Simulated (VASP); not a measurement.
# Li (P1) in VASP: a series of runs, part 2 of 3

VASP 6.6.1. The steps go on from the part before.

### Step 3. Single point, PBE

Input file INCAR:

```
  ALGO = Normal
  EDIFF = 1E-7
  ENCUT = 520
  GGA = PE
  ISIF = 2
  ISMEAR = -1
  LASPH = True
  LCHARG = False
  LREAL = Auto
  LWAVE = False
  NBANDS = 38
  NELM = 60
  PREC = Accurate
  SIGMA = 0.16
```

Input file KPOINTS:

```
k-points
0
Gamma
  3 3 3
```

Input file POSCAR:

```
Li
1.0
    6.9800000000      0.0000000000      0.0000000000
    0.0000000000      6.9800000000      0.0000000000
    0.0000000000      0.0000000000      6.9800000000
Li
16
Direct
   -0.0671489971      0.1438825215     -0.0728939828
    0.5291833811      0.0318051576     -0.1183810888
    0.0561031519      0.4849570201      0.1614613181
    0.0292406877     -0.0506590258      0.3872636103
    0.3487679083      0.2401862464      0.2705157593
    0.6201719198      0.5156017192     -0.0188538682
    0.5756160458      0.0098853868      0.5533524355
    0.8078366762      0.2905300860      0.2736532951
    0.0739684814      0.3400143266      0.5477363897
    0.4088968481      0.8425501433      0.2643123209
    0.3205730659      0.2457736390      0.7611891117
    0.4620487106      0.6027507163      0.5461031519
    0.7776361032      0.7837392550      0.3015616046
    0.7297564470      0.3398997135      0.7295272206
    0.2395272206      0.7910601719      0.7764613181
    0.9039684814      0.6829226361      0.6472063037
```

Potentials or basis: VASP PAW PBE potentials, release 64 (Li_sv).

Command:

```bash
cat potpaw_PBE.64/Li_sv/POTCAR > POTCAR
mpirun -np 1 vasp_std > vasp.out
```

OUTCAR:

```text
EDIFF = 1E-7
   ENCUT = 520
   GGA = PE
   ISIF = 2
   ISMEAR = -1
   LASPH = True
   LREAL = Auto
   NELM = 60
   PREC = Accurate

 ion  position               nearest neighbor table
   1  0.933  0.144  0.927-  14 2.40
   2  0.529  0.032  0.882-  11 2.25   7 2.32
   3  0.056  0.485  0.161-   8 2.34
   4  0.029  0.949  0.387-  13 2.19
   5  0.349  0.240  0.271-
   6  0.620  0.516  0.981-  14 2.27
   7  0.576  0.010  0.553-   2 2.32
   8  0.808  0.291  0.274-   3 2.34
   9  0.074  0.340  0.548-  11 2.37
  10  0.409  0.843  0.264-
  11  0.321  0.246  0.761-   2 2.25   9 2.37
  12  0.462  0.603  0.546-  15 2.59
  13  0.778  0.784  0.302-   4 2.19
  14  0.730  0.340  0.730-   6 2.27   1 2.40
  15  0.240  0.791  0.776-  12 2.59
  16  0.904  0.683  0.647-

  LATTYP: Found a simple cubic cell.
 ALAT       =     6.9800000000

  Lattice vectors:

 A1 = (   6.9800000000,   0.0000000000,   0.0000000000)
 A2 = (   0.0000000000,   6.9800000000,   0.0000000000)
 A3 = (   0.0000000000,   0.0000000000,   6.9800000000)

Analysis of symmetry for initial positions (statically):
=====================================================================
 Subroutine PRICEL returns:
 Original cell was already a primitive cell.

 Routine SETGRP: Setting up the symmetry group for a
 simple cubic supercell.

 Subroutine GETGRP returns: Found  1 space group operations
 (whereof  1 operations were pure point group operations)
 out of a pool of 48 trial point group operations.

The static configuration has the point symmetry C_1 .

Analysis of symmetry for dynamics (positions and initial velocities):
=====================================================================
 Subroutine PRICEL returns:
 Original cell was already a primitive cell.

 Routine SETGRP: Setting up the symmetry group for a
[... 144 lines left out ...]
  volume/ion in A,a.u.               =      21.25       143.43
  Fermi-wavevector in a.u.,A,eV,Ry     =   0.852380  1.610764  9.885331  0.726551
  Thomas-Fermi vector in A             =   1.968659
   LORBIT       =      0    0 simple, 1 ext, 2 COOP (PROOUT), +10 PAW based schemes
   GGA     = PE    functional components
   LHFCALC =     F    Hartree Fock is set to
   AEXX    =    0.0000 exact exchange contribution
   IVDW    =     0    specifies the selected vdW correction
   LEPSILON=     F    determine dielectric tensor
   LRPA    =     F    only Hartree local field effects (RPA)
 non-spin polarized calculation
  energy-cutoff  :      520.00
  volume of cell :      340.07
 maximum number of plane-waves:      9180
 NGX is ok and might be reduce to    54
   NGX = 25   NGY = 25   NGZ = 25

 number of electron      47.9999994 magnetization

 Free energy of the ion-electron system (eV)
  ---------------------------------------------------
  ext. energy  EPLUGINS =         0.00000000
  ---------------------------------------------------
  free energy    TOTEN  =       -27.24313389 eV

  energy without entropy =      -26.68486903  energy(sigma->0) =      -26.96400146

 E-fermi :   0.4634     XC(G=0):  -6.8789

 val. band max:        0.4614806526   @ k =   0.0000   0.3333   0.0000
 cond. band min:       0.4666164829   @ k =  -0.3333   0.3333   0.0000
 fundamental gap:      0.0051358303
 Fermi energy:         0.4633894868

 k-point     1 :       0.0000    0.0000    0.0000
  band No.  band energies     occupation
      1     -46.5519      2.00000
      2     -46.5128      2.00000
      3     -46.4543      2.00000
      4     -46.4199      2.00000
      5     -46.4173      2.00000
      6     -46.4134      2.00000
[... 535 lines left out ...]
     35       3.4694      0.00000
     36       3.8355      0.00000
 [bands above 36 left out]

------------------------ aborting loop because EDIFF is reached ----------------------------------------

  FORCE on cell =-STRESS in cart. coord.  units (eV):
  Direction    XX          YY          ZZ          XY          YZ          ZX
  --------------------------------------------------------------------------------------
  -------------------------------------------------------------------------------------
  Total        4.5753387      0.6815126      1.8370432      0.2220717     -0.8702251      0.8291927
  in kB       21.5559698      3.2108364      8.6549324      1.0462551     -4.0999253      3.9066075
  external PRESSURE =      11.1405795 kB  Pullay stress =       0.0000000 kB

 VOLUME and BASIS-vectors are now :
 -----------------------------------------------------------------------------
  energy-cutoff  :      520.00
  volume of cell :      340.07
      direct lattice vectors                 reciprocal lattice vectors
     6.980000000  0.000000000  0.000000000     0.143266476  0.000000000  0.000000000
     0.000000000  6.980000000  0.000000000     0.000000000  0.143266476  0.000000000
     0.000000000  0.000000000  6.980000000     0.000000000  0.000000000  0.143266476

 POSITION                                       TOTAL-FORCE (eV/Angst)
 -----------------------------------------------------------------------------------
      6.51130      1.00430      6.47120         0.469894     -0.593100      0.275161
      3.69370      0.22200      6.15370         0.642266     -0.694633      1.331748
      0.39160      3.38500      1.12700         0.550504      0.748959     -0.557630
      0.20410      6.62640      2.70310         0.996514      0.765516      0.313416
      2.43440      1.67650      1.88820         0.250900      0.059124     -0.182355
      4.32880      3.59890      6.84840        -0.446199      0.531116      0.515307
[... 8 lines left out ...]
      1.67190      5.52160      5.41970        -0.069927      0.055764      0.315676
      6.30970      4.76680      4.51750        -0.352964      0.024747      0.339662
 -----------------------------------------------------------------------------------
    total drift:                                0.010518      0.002678      0.000955

  FREE ENERGIE OF THE ION-ELECTRON SYSTEM (eV)
  ---------------------------------------------------
  free  energy   TOTEN  =       -27.2431338882 eV

  energy  without entropy=      -26.6848690313  energy(sigma->0) =      -26.96400146
```

OSZICAR:

```text
N       E                     dE             d eps       ncg     rms          rms(c)
DAV:   1     0.282814442698E+03    0.28281E+03   -0.21698E+04  1080   0.126E+03
DAV:   2     0.483582527493E+02   -0.23446E+03   -0.21834E+03  1072   0.338E+02
DAV:   3    -0.109069453088E+02   -0.59265E+02   -0.57398E+02  2006   0.842E+01
DAV:   4    -0.247704857384E+02   -0.13864E+02   -0.13587E+02  1832   0.666E+01
DAV:   5    -0.279766924617E+02   -0.32062E+01   -0.32037E+01  1922   0.202E+01    0.262E+00
DAV:   6    -0.273327802889E+02    0.64391E+00   -0.13580E+00  1480   0.632E+00    0.117E+00
DAV:   7    -0.272397396042E+02    0.93041E-01   -0.44201E-01  1664   0.294E+00    0.363E-01
DAV:   8    -0.272431845450E+02   -0.34449E-02   -0.97267E-02  1680   0.124E+00    0.244E-01
DAV:   9    -0.272431528484E+02    0.31697E-04   -0.64179E-03  1688   0.331E-01    0.126E-01
DAV:  10    -0.272431244597E+02    0.28389E-04   -0.75135E-04  1880   0.141E-01    0.249E-02
DAV:  11    -0.272431360126E+02   -0.11553E-04   -0.25432E-04  1712   0.664E-02    0.147E-02
DAV:  12    -0.272431349971E+02    0.10155E-05   -0.15408E-05  1736   0.205E-02    0.677E-03
DAV:  13    -0.272431337347E+02    0.12625E-05   -0.25420E-06  1736   0.907E-03    0.129E-03
DAV:  14    -0.272431338661E+02   -0.13145E-06   -0.10282E-06  1576   0.499E-03    0.987E-04
DAV:  15    -0.272431338882E+02   -0.22099E-07   -0.53336E-08   800   0.167E-03
   1 F= -.27243134E+02 E0= -.26964001E+02  d E =-.558265E+00
```

Run time: 4.8 min. Hardware: 1 thread of AMD EPYC 7R13 (Zen 3), shared host; peak memory 0.37 GiB.

Results:

* Free energy: -27.2431 eV
* Largest force: 1.634 eV/Å
* Band gap on the k mesh: zero (bands 24 and 25 overlap by 0.37 eV)

Forces in eV/Å, atoms in the order of the input:
```
Li   0.470 -0.593  0.275
Li   0.642 -0.695  1.332
Li   0.551  0.749 -0.558
Li   0.997  0.766  0.313
Li   0.251  0.059 -0.182
Li  -0.446  0.531  0.515
Li   0.354  0.141 -0.397
Li  -0.947 -0.423  0.321
Li  -0.098  0.180 -0.189
Li  -0.584 -0.179 -0.596
Li  -0.338  0.563  0.227
Li   0.145 -0.456 -0.107
Li  -0.535 -0.646 -0.740
Li  -0.040 -0.077 -0.871
Li  -0.070  0.056  0.316
Li  -0.353  0.025  0.340
```

Levels at points of the mesh, in eV from the Fermi level:
```tsv
k point	band 22	band 23	band 24	band 25	band 26	band 27
(0.00, 0.00, 0.00)	-1.03	-0.86	0.23	0.38	0.41	0.59
```

Caveat: the cutoff is under 1.25 times the usual one of these potentials, so pressure, stress and relaxed cells hold a basis-set (Pulay) error; forces of over 1 eV/Å act on the atoms, so gaps and moduli don't describe the material at rest.

### Step 4. Single point, PBE

Input file INCAR:

```
SYSTEM = Li
PREC = Accurate
ENCUT = 520
EDIFF = 1E-6
ISMEAR = -1
SIGMA = 0.16
LREAL = Auto
LASPH = .True.
NELM = 80
ALGO = Normal
ISIF = 2
LWAVE = .False.
LCHARG = .True.
GGA = PE
LELF = .True.
LVHAR = .True.
NBANDS = 38
```

Input file KPOINTS:

```
regular mesh
0
Gamma
  3 3 3
  0 0 0
```

Input file POSCAR:

```
Li
1.0
    6.9800000000      0.0000000000      0.0000000000
    0.0000000000      6.9800000000      0.0000000000
    0.0000000000      0.0000000000      6.9800000000
Li
16
Direct
   -0.0616045845      0.1899426934     -0.0813037249
    0.6462177650     -0.0796418338     -0.0051719198
    0.1126361032      0.5843266476      0.1868051576
    0.0444555874      0.0393553009      0.3639111748
    0.3599713467      0.2938252149      0.2857736390
    0.5727220630      0.5014326648     -0.0351575931
    0.6797277937     -0.0518767908      0.4792550143
    0.7272636103      0.2941117479      0.2584670487
    0.0098567335      0.4715616046      0.5503868195
    0.2994985673      0.7930515759      0.3279799427
    0.3044412607      0.2390830946      0.7680945559
    0.4466475645      0.4996704871      0.5604871060
    0.6887679083      0.6989398281      0.2063180516
    0.7238825215      0.2090544413      0.6714756447
    0.1726647564      0.7675644699      0.8690401146
    0.7555730659      0.6954871060      0.6876934097
```

Command:

```bash
cat potpaw_PBE.64/Li_sv/POTCAR > POTCAR
mpirun -np 1 vasp_std > vasp.out
```

It took 4 min on 1 thread of AMD EPYC 7R13 (Zen 3), shared host; peak memory 0.37 GiB.

The run converged. Its results:

```yaml
Free_energy: -27.0451 eV
Largest_force: 1.353 eV/Å
Band_gap_on_the_k_mesh: zero (bands 24 and 25 overlap by 0.37 eV)
```

Forces in eV/Å, atoms in the order of the input:
```
Li   0.487  0.032  0.644
Li  -0.475  1.041 -0.540
Li  -0.804 -0.824 -0.516
Li  -0.324  0.195  0.153
Li  -0.222 -0.467 -0.368
Li  -0.493 -0.475 -0.458
Li  -0.529  0.068 -0.403
Li   0.360 -0.034  0.112
Li   0.195 -0.187 -0.105
Li   0.977  0.431  0.408
Li   0.001 -0.487  0.148
Li   0.169  0.567 -0.106
Li   0.597 -0.531  1.091
Li  -0.428  0.580 -0.055
Li   0.134  0.232 -0.395
Li   0.353 -0.142  0.389
```

Levels at points of the mesh, in eV from the Fermi level:
```
           k point  band 21  band 22  band 23  band 24  band 25  band 26  band 27  band 28
(0.00, 0.00, 0.00)    -1.11    -1.00    -0.98     0.22     0.30     0.57     0.69     0.73
```

Caveat: the cutoff is under 1.25 times the usual one of these potentials, so pressure, stress and relaxed cells hold a basis-set (Pulay) error; forces of over 1 eV/Å act on the atoms, so gaps and moduli don't describe the material at rest.

### Step 5. Single point, PBE

Input file INCAR:

```
SYSTEM = Li
ALGO = Normal
EDIFF = 1E-6
ENCUT = 520
GGA = PE
ISIF = 2
ISMEAR = -1
LASPH = .True.
LCHARG = .False.
LREAL = Auto
LWAVE = .False.
NBANDS = 38
NELM = 60
PREC = Accurate
SIGMA = 0.16
```

Input file KPOINTS:

```
k-points
0
Gamma
  3 3 3
  0 0 0
```

Input file POSCAR:

```
Li
1.0
    6.9800000000      0.0000000000      0.0000000000
    0.0000000000      6.9800000000      0.0000000000
    0.0000000000      0.0000000000      6.9800000000
Li
16
Direct
    0.0296418338      0.1689541547     -0.0731375358
    0.6472206304     -0.0320487106     -0.0082808023
    0.0557020057      0.4719197708      0.1431661891
    0.0120487106      0.0049856734      0.3713896848
    0.3919340974      0.2764469914      0.2626217765
    0.4740257880      0.5730515759     -0.0417765043
    0.5578223496      0.0349856734      0.4958595989
    0.7382951289      0.2550143266      0.2261891117
    0.0158166189      0.4257736390      0.5448137536
    0.3322779370      0.8039398281      0.2865616046
    0.3602435530      0.1663467049      0.8181375358
    0.4010315186      0.6674785100      0.5720630372
    0.7260171920      0.5939398281      0.3047994269
    0.6866475645      0.3486103152      0.7221203438
    0.1331805158      0.6873638968      0.8598567335
    0.7744985673      0.7166618911      0.7228653295
```

Potentials or basis: VASP PAW PBE potentials, release 64 (Li_sv).

Command:

```bash
cat potpaw_PBE.64/Li_sv/POTCAR > POTCAR
mpirun -np 1 vasp_std > vasp.out
```

OUTCAR:

```text
SYSTEM = Li
   EDIFF = 1E-6
   ENCUT = 520
   GGA = PE
   ISIF = 2
   ISMEAR = -1
   LASPH = .True.
   LREAL = Auto
   NELM = 60
   PREC = Accurate

 ion  position               nearest neighbor table
   1  0.030  0.169  0.927-  11 2.43
   2  0.647  0.968  0.992-
   3  0.056  0.472  0.143-  15 2.54
   4  0.012  0.005  0.371-
   5  0.392  0.276  0.263-   8 2.44
   6  0.474  0.573  0.958-  15 2.60
   7  0.558  0.035  0.496-
   8  0.738  0.255  0.226-  13 2.43   5 2.44
   9  0.016  0.426  0.545-
  10  0.332  0.804  0.287-  12 2.26
  11  0.360  0.166  0.818-   1 2.43
  12  0.401  0.667  0.572-  10 2.26
  13  0.726  0.594  0.305-   8 2.43
  14  0.687  0.349  0.722-
  15  0.133  0.687  0.860-   3 2.54   6 2.60
  16  0.774  0.717  0.723-

  LATTYP: Found a simple cubic cell.
 ALAT       =     6.9800000000

  Lattice vectors:

 A1 = (   6.9800000000,   0.0000000000,   0.0000000000)
 A2 = (   0.0000000000,   6.9800000000,   0.0000000000)
[... 195 lines left out ...]
 val. band max:        0.4696963516   @ k =   0.0000   0.0000   0.3333
 cond. band min:       0.4853582427   @ k =   0.3333   0.0000   0.3333
 fundamental gap:      0.0156618911
 Fermi energy:         0.4741836661

 k-point     1 :       0.0000    0.0000    0.0000
  band No.  band energies     occupation
      1     -46.5932      2.00000
      2     -46.5614      2.00000
      3     -46.5443      2.00000
      4     -46.5380      2.00000
      5     -46.4294      2.00000
      6     -46.3129      2.00000
[... 535 lines left out ...]
     35       3.4489      0.00000
     36       3.8830      0.00000
 [bands above 36 left out]

------------------------ aborting loop because EDIFF is reached ----------------------------------------

  FORCE on cell =-STRESS in cart. coord.  units (eV):
  Direction    XX          YY          ZZ          XY          YZ          ZX
  --------------------------------------------------------------------------------------
  -------------------------------------------------------------------------------------
  Total        4.2812697     -0.2336600     -0.1813284     -0.7400290     -0.0893649     -1.5108594
  in kB       20.1705110     -1.1008513     -0.8542994     -3.4865271     -0.4210281     -7.1181703
  external PRESSURE =       6.0717868 kB  Pullay stress =       0.0000000 kB

 VOLUME and BASIS-vectors are now :
 -----------------------------------------------------------------------------
  energy-cutoff  :      520.00
  volume of cell :      340.07
      direct lattice vectors                 reciprocal lattice vectors
     6.980000000  0.000000000  0.000000000     0.143266476  0.000000000  0.000000000
     0.000000000  6.980000000  0.000000000     0.000000000  0.143266476  0.000000000
     0.000000000  0.000000000  6.980000000     0.000000000  0.000000000  0.143266476

 POSITION                                       TOTAL-FORCE (eV/Angst)
 -----------------------------------------------------------------------------------
      0.20690      1.17930      6.46950        -0.515263     -0.288125     -0.022652
      4.51760      6.75630      6.92220        -0.062023     -0.227824      0.215882
      0.38880      3.29400      0.99930         0.189321      0.163866      0.061385
      0.08410      0.03480      2.59230        -0.085153     -0.079142      0.227055
      2.73570      1.92960      1.83310        -0.745794      0.225521     -0.031989
      3.30870      3.99990      6.68840         0.154358     -0.252540      0.392654
[... 8 lines left out ...]
      0.92960      4.79780      6.00180        -0.098743      0.491127     -0.087927
      5.40600      5.00230      5.04560         0.154977      0.440511     -0.221414
 -----------------------------------------------------------------------------------
    total drift:                               -0.004269      0.003922      0.002694

  FREE ENERGIE OF THE ION-ELECTRON SYSTEM (eV)
  ---------------------------------------------------
  free  energy   TOTEN  =       -28.0156578643 eV

  energy  without entropy=      -27.4601305588  energy(sigma->0) =      -27.73789421
```

It took 3.6 min on 1 thread of AMD EPYC 7R13 (Zen 3), shared host; peak memory 0.37 GiB.

What came out:

| Property | Result |
| --- | --- |
| Free energy | -28.0157 eV |
| Largest force | 1.126 eV/Å |
| Band gap on the k mesh | zero (bands 24 and 25 overlap by 0.40 eV) |

Forces in eV/Å, atoms in the order of the input:
```
Li  -0.515 -0.288 -0.023
Li  -0.062 -0.228  0.216
Li   0.189  0.164  0.061
Li  -0.085 -0.079  0.227
Li  -0.746  0.226 -0.032
Li   0.154 -0.253  0.393
Li   0.385 -0.254  0.325
Li   0.331 -0.221 -0.217
Li   0.494 -0.167 -0.038
Li  -0.217  0.217 -1.084
Li   0.028 -0.036 -0.135
Li   0.020 -0.596  0.474
Li  -0.170  0.797  0.135
Li   0.137 -0.213  0.006
Li  -0.099  0.491 -0.088
Li   0.155  0.441 -0.221
```

Levels at points of the mesh, in eV from the Fermi level:
```tsv
k point	band 20	band 21	band 22	band 23	band 24	band 25	band 26	band 27	band 28	band 29
(0.00, 0.00, 0.00)	-1.20	-1.11	-1.06	-0.97	0.28	0.39	0.53	0.71	0.78	1.00
```

Caveat: the cutoff is under 1.25 times the usual one of these potentials, so pressure, stress and relaxed cells hold a basis-set (Pulay) error; the atoms stand as in a frame of molecular dynamics; forces of over 1 eV/Å act on the atoms, so gaps and moduli don't describe the material at rest.

(Part 2 of 3 ends here.)
